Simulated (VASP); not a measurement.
The system is Pt.

```
Pt
1.0
     2.77313    0.00000    0.00000
    -1.38657    2.40160    0.00000
     0.00000    0.00000    4.52851
Pt
2
Direct
  0.00000 0.00000 0.00000
  0.33333 0.66667 0.50000
```

This isn't the form of Pt at room conditions, which is fcc.

```yaml
Program: VASP 6.6.1
Task: relaxation of cell and atoms
Functional: PBEsol
Potentials_or_basis: VASP PAW PBE potentials, release 64 (Pt)
Cutoff: 600 eV
k_mesh: 18 × 18 × 10
Occupations: gaussian, width 0.1 eV
Spin: no spin polarisation
```

At the start: pressure 0.5 GPa; volume 15.08 Å³/atom.

Problem. How do energy, volume and symmetry change on relaxing?

Solution. Over 7 steps the energy falls by 17.6 meV/atom and the volume is 15.12 Å³/atom (+0.2 %); space group P6_3/mmc (No. 194, to 0.1 Å) before and after.

The path:
| step | energy change (eV) | largest force (eV/Å) | pressure (GPa) | volume (Å³) |
| --- | --- | --- | --- | --- |
| 1 | 0.0000 | 0.0000 | 0.52 | 30.16 |
| 2 | -0.0321 | 0.0000 | -1.36 | 30.36 |
| 3 | -0.0343 | 0.0000 | -1.62 | 30.41 |
| 4 | -0.0262 | 0.0000 | 5.21 | 29.73 |
| 5 | -0.0352 | 0.0000 | -0.07 | 30.24 |
| 6 | -0.0352 | 0.0000 | -0.02 | 30.24 |
| 7 | -0.0352 | 0.0000 | 0.00 | 30.23 |

Final structure:
```
Pt
1.0
     2.72515    0.00000    0.00000
    -1.36258    2.36005    0.00000
     0.00000    0.00000    4.70107
Pt
2
Direct
  0.00000 0.00000 0.00000
  0.33333 0.66667 0.50000
```

Caveat: the PAW data sets were made with another functional, which shifts forces and pressure a little.
